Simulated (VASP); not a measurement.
# Be2SO3 (P6/mmm) in VASP: notebook

The runs below take Be2SO3 through single point, with PBE.

Everything below comes from runs of VASP 6.6.1. Logs are shortened: lines on timing, memory, paths and dates and some standing lists are left out, and cuts for length are marked.

## 1. The cell of the first run

It takes space group P6/mmm (No. 191, hexagonal). Conventional cell: a = 4.827 Å, b = 4.827 Å, c = 2.434 Å, α = 90.00°, β = 90.00°, γ = 120.00°. Be (site symmetry -6m2) has 6 O at 1.85 Å and 2 Be at 2.43 Å within 2.5 Å. Within 3.2 Å of S (site symmetry 6/mmm) lie 6 O at 2.41 Å and 2 S at 2.43 Å and 12 Be at 3.04 Å. O (site symmetry mmm) has 4 Be at 1.85 Å and 2 S at 2.41 Å and 6 O at 2.41 to 2.43 Å within 2.5 Å.

The cell was built from a structure type or drawn by symmetry, and may not be a known phase.

## 2. Single point, PBE

The input, INCAR:

```
SYSTEM = Be2SO3
ALGO = Normal
EDIFF = 1E-7
ENCUT = 520
GGA = PE
ISIF = 2
ISMEAR = 0
LASPH = .True.
LCHARG = .False.
LREAL = .False.
LWAVE = .False.
NBANDS = 23
NELM = 60
PREC = Accurate
SIGMA = 0.1
```

The input, KPOINTS:

```
k-points
0
Gamma
  6 6 8
  0 0 0
```

The input, POSCAR:

```
Be2SO3
1.0
    4.8270994776      0.0000000000      0.0000000000
   -2.4135497388      4.1803907742      0.0000000000
    0.0000000000      0.0000000000      2.4342086106
Be S O
2 1 3
Direct
    0.3333333333      0.6666666667      0.5000000000
    0.6666666667      0.3333333333      0.5000000000
    0.0000000000      0.0000000000      0.0000000000
    0.5000000000      0.0000000000      0.0000000000
    0.0000000000      0.5000000000      0.0000000000
    0.5000000000      0.5000000000      0.0000000000
```

Potentials or basis: VASP PAW PBE potentials, release 64 (Be, S, O).

Started as:

```
$ cat potpaw_PBE.64/Be/POTCAR potpaw_PBE.64/S/POTCAR potpaw_PBE.64/O/POTCAR > POTCAR
$ mpirun -np 1 vasp_std > vasp.out
```

OUTCAR:

```text
SYSTEM = Be2SO3
   EDIFF = 1E-7
   ENCUT = 520
   GGA = PE
   ISIF = 2
   ISMEAR = 0
   LASPH = .True.
   LREAL = .False.
   NELM = 60
   PREC = Accurate

 ion  position               nearest neighbor table
   1  0.333  0.667  0.500-   5 1.85   5 1.85   4 1.85   4 1.85   6 1.85   6 1.85
   2  0.667  0.333  0.500-   5 1.85   5 1.85   4 1.85   4 1.85   6 1.85   6 1.85
   3  0.000  0.000  0.000-
   4  0.500  0.000  0.000-   1 1.85   2 1.85   1 1.85   2 1.85
   5  0.000  0.500  0.000-   1 1.85   2 1.85   1 1.85   2 1.85
   6  0.500  0.500  0.000-   1 1.85   2 1.85   1 1.85   2 1.85

  LATTYP: Found a hexagonal cell.
 ALAT       =     4.8270994776
 C/A-ratio  =     0.5042797692

  Lattice vectors:

 A1 = (   4.8270994776,   0.0000000000,   0.0000000000)
 A2 = (  -2.4135497388,   4.1803907742,   0.0000000000)
 A3 = (   0.0000000000,   0.0000000000,   2.4342086106)

Analysis of symmetry for initial positions (statically):
=====================================================================
 Subroutine PRICEL returns:
 Original cell was already a primitive cell.

 Routine SETGRP: Setting up the symmetry group for a
 hexagonal supercell.

 Subroutine GETGRP returns: Found 24 space group operations
 (whereof 24 operations were pure point group operations)
 out of a pool of 24 trial point group operations.

The static configuration has the point symmetry D_6h.

Analysis of symmetry for dynamics (positions and initial velocities):
=====================================================================
 Subroutine PRICEL returns:
 Original cell was already a primitive cell.

 Routine SETGRP: Setting up the symmetry group for a
 hexagonal supercell.

 Subroutine GETGRP returns: Found 24 space group operations
 (whereof 24 operations were pure point group operations)
 out of a pool of 24 trial point group operations.

The dynamic configuration has the point symmetry D_6h.

 Subroutine INISYM returns: Found 24 space group operations
 (whereof 24 operations are pure point group operations),
 and found     1 'primitive' translations

----------------------------------------------------------------------------------------

                                     Primitive cell

  volume of cell :      49.1203

  direct lattice vectors                    reciprocal lattice vectors
     4.827099478  0.000000000  0.000000000     0.207163744  0.119606043  0.000000000
    -2.413549739  4.180390774  0.000000000     0.000000000  0.239212087  0.000000000
     0.000000000  0.000000000  2.434208611     0.000000000  0.000000000  0.410811134

  length of vectors
     4.827099478  4.827099478  2.434208611     0.239212087  0.239212087  0.410811134

  position of ions in fractional coordinates (direct lattice)
     0.333333333  0.666666667  0.500000000
     0.666666667  0.333333333  0.500000000
     0.000000000  0.000000000  0.000000000
     0.500000000  0.000000000  0.000000000
     0.000000000  0.500000000  0.000000000
     0.500000000  0.500000000  0.000000000

  ion indices of the primitive-cell ions
   primitive index   ion index
                 1           1
                 2           2
                 3           3
                 4           4
                 5           5
                 6           6

----------------------------------------------------------------------------------------

 KPOINTS: k-points

Automatic generation of k-mesh.
 Grid dimensions read from file:
 generate k-points for:    6    6    8

 Generating k-lattice:

  Cartesian coordinates                     Fractional coordinates (reciprocal lattice)
     0.034527291  0.019934341  0.000000000     0.166666667  0.000000000  0.000000000
     0.000000000  0.039868681  0.000000000     0.000000000  0.166666667  0.000000000
     0.000000000  0.000000000  0.051351392     0.000000000  0.000000000  0.125000000

  Length of vectors
     0.039868681  0.039868681  0.051351392

  Shift w.r.t. Gamma in fractional coordinates (k-lattice)
     0.000000000  0.000000000  0.000000000

 Subroutine IBZKPT returns following result:
 ===========================================

 Found     35 irreducible k-points:

 Following reciprocal coordinates:
            Coordinates               Weight
  0.000000  0.000000  0.000000      1.000000
  0.166667  0.000000  0.000000      6.000000
  0.333333  0.000000  0.000000      6.000000
  0.500000 -0.000000  0.000000      3.000000
  0.166667  0.166667  0.000000      6.000000
  0.333333  0.166667  0.000000     12.000000
[... 16 lines left out ...]
  0.166667  0.000000  0.375000     12.000000
  0.333333  0.000000  0.375000     12.000000
 [... further k-points ...]
   k-points           NKPTS =     35   k-points in BZ     NKDIM =     35   number of bands    NBANDS=     23
   number of dos      NEDOS =    301   number of ions     NIONS =      6
   total plane-waves  NPLWV =  23328
   dimension x,y,z NGX =    36 NGY =   36 NGZ =   18
   dimension x,y,z NGXF=    72 NGYF=   72 NGZF=   36
   ions per type =               2   1   3
   NGX,Y,Z   is equivalent  to a cutoff of  12.40, 12.40, 12.29 a.u.
   NGXF,Y,Z  is equivalent  to a cutoff of  24.80, 24.80, 24.59 a.u.
 SYSTEM =  Be2SO3
   PREC   = accura    normal or accurate (medium, high low for compatibility)
   ISTART =      0    job   : 0-new  1-cont  2-samecut
   ICHARG =      2    charge: 1-file 2-atom 10-const
   ISPIN  =      1    spin polarized calculation?
   LNONCOLLINEAR =      F non collinear calculations
   LSORBIT =      F    spin-orbit coupling
   LASPH  =      T    aspherical Exc in radial PAW
   ENCUT  =  520.0 eV  38.22 Ry    6.18 a.u.   8.98  8.98  4.53*2*pi/ulx,y,z
   NELM   =     60;   NELMIN=  2; NELMDL= -5     # of ELM steps
   EDIFF  = 0.1E-06   stopping-criterion for ELM
   LREAL  =      F    real-space projection
   EDIFFG = 0.1E-05   stopping-criterion for IOM
   NSW    =      0    number of steps for IOM
   IBRION =     -1    ionic relax: 0-MD 1-quasi-New 2-CG
   NFREE  =      0    steps in history (QN), initial steepest desc. (CG)
   ISIF   =      2    stress and relaxation
   ISYM   =      2    0-nonsym 1-usesym 2-fastsym
   POTIM  = 0.5000    time-step for ionic-motion
   TEBEG  =    0.0;   TEEND  =   0.0 temperature during run
   PSTRESS=    0.0 pullay stress
   NELECT =      28.0000    total number of electrons
   NUPDOWN=      -1.0000    fix difference up-down
   EMIN   =  10.00;   EMAX   =-10.00  energy-range for DOS
   EFERMI =   0.00;   METHOD = LEGACY
   ISMEAR =     0;   SIGMA  =   0.10  broadening in eV -4-tet -1-fermi 0-gaus
   EFERMI_NEDOS =   21; number of points for ismear=-14 and -15
   IALGO  =     38    algorithm
   IMIX   =      4    mixing-type and parameters
     AMIX     =   0.40;   BMIX     =  1.00
     AMIX_MAG =   1.60;   BMIX_MAG =  1.00
  volume/ion in A,a.u.               =       8.19        55.25
  Fermi-wavevector in a.u.,A,eV,Ry     =   1.357398  2.565110 25.069133  1.842529
  Thomas-Fermi vector in A             =   2.484320
   LORBIT       =      0    0 simple, 1 ext, 2 COOP (PROOUT), +10 PAW based schemes
   GGA     = PE    functional components
   LHFCALC =     F    Hartree Fock is set to
   AEXX    =    0.0000 exact exchange contribution
   IVDW    =     0    specifies the selected vdW correction
   LEPSILON=     F    determine dielectric tensor
   LRPA    =     F    only Hartree local field effects (RPA)
 non-spin polarized calculation
 Gauss-broadening in eV      SIGMA  =   0.10
  energy-cutoff  :      520.00
  volume of cell :       49.12
 maximum number of plane-waves:      1348
 NGX is ok and might be reduce to    36
   NGX = 17   NGY = 17   NGZ =  9

 number of electron      28.0000000 magnetization

 Free energy of the ion-electron system (eV)
  ---------------------------------------------------
  ext. energy  EPLUGINS =         0.00000000
  ---------------------------------------------------
  free energy    TOTEN  =       -32.25690802 eV

  energy without entropy =      -32.24899702  energy(sigma->0) =      -32.25295252

 E-fermi :   6.1173     XC(G=0): -11.6455

 val. band max:        6.0717022129   @ k =   0.0000   0.0000   0.0000
 cond. band min:       6.1331956194   @ k =   0.1667   0.1667   0.0000
 fundamental gap:      0.0614934065
 Fermi energy:         6.1173112892

 k-point     1 :       0.0000    0.0000    0.0000
  band No.  band energies     occupation
      1     -13.9869      2.00000
      2     -11.4967      2.00000
      3     -11.4967      2.00000
      4      -7.8406      2.00000
      5      -1.5664      2.00000
      6      -1.4774      2.00000
[... 15 lines left out ...]
     22      20.0453      0.00000
     23      20.0453      0.00000

 k-point     2 :       0.1667    0.0000    0.0000
  band No.  band energies     occupation
      1     -13.8541      2.00000
      2     -11.6836      2.00000
      3     -11.5177      2.00000
      4      -8.0442      2.00000
      5      -1.2975      2.00000
      6      -1.1940      2.00000
[... 15 lines left out ...]
     22      19.0973      0.00000
     23      19.9975      0.00000

 k-point     3 :       0.3333    0.0000    0.0000
  band No.  band energies     occupation
      1     -13.4826      2.00000
      2     -12.1710      2.00000
      3     -11.5590      2.00000
      4      -8.3742      2.00000
      5      -0.6336      2.00000
      6      -0.4483      2.00000
[... 15 lines left out ...]
     22      18.7031      0.00000
     23      19.9400      0.00000
[... 495 lines left out ...]
 k-point    23 :       0.1667    0.0000    0.3750
  band No.  band energies     occupation
      1     -12.6171      2.00000
      2     -10.5060      2.00000
      3     -10.3304      2.00000
      4      -5.5163      2.00000
      5      -0.8689      2.00000
      6      -0.7255      2.00000
[... 15 lines left out ...]
     22      17.8140      0.00000
     23      19.2604      0.00000

 k-point    24 :       0.3333    0.0000    0.3750
  band No.  band energies     occupation
      1     -12.2798      2.00000
      2     -10.9757      2.00000
      3     -10.3596      2.00000
      4      -5.8326      2.00000
      5      -0.5176      2.00000
      6       0.0739      2.00000
[... 15 lines left out ...]
     22      17.8434      0.00000
     23      18.5915      0.00000

 [... further k-points ...]

------------------------ aborting loop because EDIFF is reached ----------------------------------------

  FORCE on cell =-STRESS in cart. coord.  units (eV):
  Direction    XX          YY          ZZ          XY          YZ          ZX
  --------------------------------------------------------------------------------------
  -------------------------------------------------------------------------------------
  Total        0.0228177      0.0228177     -0.0279007      0.0000000      0.0000000      0.0000000
  in kB        0.7442539      0.7442539     -0.9100496      0.0000000      0.0000000      0.0000000
  external PRESSURE =       0.1928194 kB  Pullay stress =       0.0000000 kB

 VOLUME and BASIS-vectors are now :
 -----------------------------------------------------------------------------
  energy-cutoff  :      520.00
  volume of cell :       49.12
      direct lattice vectors                 reciprocal lattice vectors
     4.827099478  0.000000000  0.000000000     0.207163744  0.119606043  0.000000000
    -2.413549739  4.180390774  0.000000000     0.000000000  0.239212087  0.000000000
     0.000000000  0.000000000  2.434208611     0.000000000  0.000000000  0.410811134

 POSITION                                       TOTAL-FORCE (eV/Angst)
 -----------------------------------------------------------------------------------
     -0.00000      2.78693      1.21710         0.000000      0.000000     -0.000000
      2.41355      1.39346      1.21710        -0.000000     -0.000000      0.000000
      0.00000      0.00000      0.00000         0.000000      0.000000      0.000000
      2.41355      0.00000      0.00000         0.000000      0.000000      0.000000
     -1.20677      2.09020      0.00000         0.000000      0.000000      0.000000
      1.20677      2.09020      0.00000         0.000000      0.000000      0.000000
 -----------------------------------------------------------------------------------
    total drift:                                0.000000      0.000000     -0.000000

  FREE ENERGIE OF THE ION-ELECTRON SYSTEM (eV)
  ---------------------------------------------------
  free  energy   TOTEN  =       -32.2569080166 eV

  energy  without entropy=      -32.2489970193  energy(sigma->0) =      -32.25295252
```

Wall time 24 s (1 thread of AMD EPYC 9R45 (Zen 5), shared host); peak memory 0.14 GiB.

Results:

- Free energy: -32.2569 eV
- Pressure: 0.0 GPa
- Band gap on the k mesh: zero (bands 14 and 15 overlap by 2.51 eV)

Stress tensor (GPa, compression positive):
```
 0.07  0.00  0.00
 0.00  0.07  0.00
 0.00  0.00 -0.09
```

## 3. Single point, PBE, collinear spin, ferromagnetic start

This run uses another cell than the first one, of 8.22 Å³/atom.

The input, INCAR:

```
  ALGO = Normal
  EDIFF = 1E-6
  ENCUT = 520
  GGA = PE
  ISIF = 2
  ISMEAR = 0
  ISPIN = 2
  LASPH = T
  LCHARG = F
  LORBIT = 11
  LREAL = F
  LWAVE = F
  MAGMOM = 0 0 0 1 1 1
  NBANDS = 27
  NELM = 150
  PREC = Accurate
  SIGMA = 0.1
```

The input, KPOINTS:

```
k-points
0
Gamma
  6 6 4
```

POSCAR, as its differences from that of step 2:

```diff
@@ -2,5 +2,5 @@
 1.0
-    4.8270994776      0.0000000000      0.0000000000
-   -2.4135497388      4.1803907742      0.0000000000
-    0.0000000000      0.0000000000      2.4342086106
+    4.7917806182      0.0000000033      0.0000000000
+   -2.3958903119      4.1498037431      0.0000000000
+    0.0000000000      0.0000000000      2.4800027173
 Be S O
```

Potentials or basis: VASP PAW PBE potentials, release 64 (Be, S, O).

Started as:

```
$ cat potpaw_PBE.64/Be/POTCAR potpaw_PBE.64/S/POTCAR potpaw_PBE.64/O/POTCAR > POTCAR
$ mpirun -np 1 vasp_std > vasp.out
```

It took 28 s on 1 thread of AMD EPYC 9R45 (Zen 5), shared host; peak memory 0.16 GiB.

The run converged. Its results:

- Free energy: -32.0904 eV
- Pressure: 0.2 GPa
- Band gap on the k mesh: zero (filled and empty bands overlap)
- Net moment: 0.00 μB per cell
- Valence electrons inside the program's atomic spheres: Be 0.86; S 3.40; O 5.01

Levels at points of the mesh, in eV from the Fermi level:
Spin up:
```tsv
k point	band 12	band 13	band 14	band 15	band 16	band 17
(0.00, 0.00, 0.00)	-0.22	-0.22	2.26	2.26	4.51	7.67
(0.50, 0.00, 0.00)	-0.86	-0.73	-0.23	1.57	4.35	8.86
(0.00, 0.00, 0.50)	-0.15	-0.13	-0.13	3.42	3.42	4.60
(0.50, 0.00, 0.50)	-2.09	-1.47	-0.07	0.04	2.80	6.46
```
Spin down:
| k point | band 10 | band 11 | band 12 | band 13 | band 14 | band 15 | band 16 | band 17 | band 18 | band 19 |
| --- | --- | --- | --- | --- | --- | --- | --- | --- | --- | --- |
| (0.00, 0.00, 0.00) | -1.21 | -0.69 | -0.22 | -0.22 | 2.26 | 2.26 | 4.51 | 7.67 | 8.04 | 8.04 |
| (0.50, 0.00, 0.00) | -2.32 | -1.36 | -0.86 | -0.73 | -0.23 | 1.57 | 4.35 | 8.86 | 9.02 | 10.21 |
| (0.00, 0.00, 0.50) | -5.20 | -4.44 | -0.15 | -0.13 | -0.13 | 3.42 | 3.42 | 4.60 | 4.60 | 7.58 |
| (0.50, 0.00, 0.50) | -3.92 | -3.14 | -2.09 | -1.47 | -0.07 | 0.04 | 2.80 | 6.47 | 7.77 | 8.17 |

Caveat: the k points lie up to 0.63 Å⁻¹ apart, too coarse for converged energies and pressures of a metal.
